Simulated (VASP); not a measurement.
MgS:

```
CELL_PARAMETERS angstrom
0.00000 2.60165 2.60165
2.60165 0.00000 2.60165
2.60165 2.60165 0.00000
ATOMIC_POSITIONS crystal
Mg 0.00000 0.00000 0.00000
S 0.50000 0.50000 0.50000
```

Base run:

```yaml
Program: VASP 6.6.1
Functional: PBE
Potentials_or_basis: VASP PAW PBE potentials, release 64 (Mg, S)
Cutoff: 520 eV
k_mesh: 10 × 10 × 10
Occupations: fermi-dirac, width 0.03 eV
Spin: no spin polarisation
```

Its results: band gap on the k mesh 2.78 eV, indirect (least direct gap 3.71 eV); pressure 0.9 GPa.

Q: After a change of settings the same cell gave: band gap on the k mesh 3.43 eV, indirect (least direct gap 4.62 eV); pressure -0.5 GPa. Which change was it?
A. further incar settings from ALGO = Normal; EDIFF = 1e-08; NBANDS = 11 to ALGO = Normal; EDIFF = 1e-06; NBANDS = 11
B. functional from PBE to r2SCAN
C. functional from PBE to PBEsol

A: B.

r2SCAN gives the wider gap, since meta-GGAs in the generalised Kohn-Sham scheme recover part of the derivative discontinuity.

Caveats: the PAW data sets were made with another functional, which shifts forces and pressure a little (some runs).
